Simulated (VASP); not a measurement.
**SnO: single point with LDA**

Crystal: SnO.

```
CELL_PARAMETERS angstrom
3.50320 0.00000 0.00000
0.00000 3.50320 0.00000
0.00000 0.00000 4.65532
ATOMIC_POSITIONS crystal
Sn 0.00000 0.50000 0.24575
Sn 0.50000 0.00000 0.75425
O 0.00000 0.00000 0.00000
O 0.50000 0.50000 0.00000
```

- Program: VASP 6.6.1
- Task: single point
- Functional: LDA
- Potentials or basis: VASP PAW LDA potentials, release 64 (Sn_d, O)
- Cutoff: 520 eV
- k mesh: 10 × 10 × 8
- Occupations: gaussian, width 0.15 eV
- Spin: no spin polarisation

* Pressure: 23.8 GPa
* Largest force: 2.499 eV/Å
* Band gap on the k mesh: zero (band 20 reaches 10.56 eV, above the bottom of band 21 at 9.32 eV)

Forces in eV/Å, atoms in the order of the input:
```
Sn   0.000  0.000  2.499
Sn   0.000  0.000 -2.499
O    0.000  0.000  0.000
O    0.000  0.000  0.000
```

Stress tensor (GPa, compression positive):
```
27.77  0.00  0.00
 0.00 27.77  0.00
 0.00  0.00 15.84
```

Levels at points of the mesh, in eV from the Fermi level:
```
           k point  band 16  band 17  band 18  band 19  band 20  band 21  band 22  band 23  band 24  band 25
(0.00, 0.00, 0.00)    -8.07    -4.78    -4.12    -4.12     0.47     3.08     4.07     4.76     4.76     5.79
(0.50, 0.00, 0.00)    -6.78    -6.28    -6.28    -3.93    -3.93     3.35     3.35     6.47     6.47     6.69
(0.50, 0.50, 0.00)    -7.04    -3.35    -3.35    -2.36    -2.36    -0.77    -0.77     3.83     3.83     7.61
(0.00, 0.00, 0.50)    -4.83    -4.14    -4.14    -3.72    -2.59     1.88     2.60     2.60     4.22     7.77
(0.50, 0.00, 0.50)    -7.12    -6.24    -6.24    -2.58    -2.58     2.57     2.57     5.81     5.81     7.48
(0.50, 0.50, 0.50)    -7.60    -3.36    -3.36    -3.32    -3.32     1.67     1.67     4.20     4.20     6.11
```

Wall time 4.9 min on 1 thread of AMD EPYC 7R13, with other jobs on the host, peak memory 0.22 GiB.

Caveat: spin-orbit coupling is left out, which moves the levels of the heavy elements; forces of over 1 eV/Å act on the atoms, so gaps and moduli don't describe the material at rest.
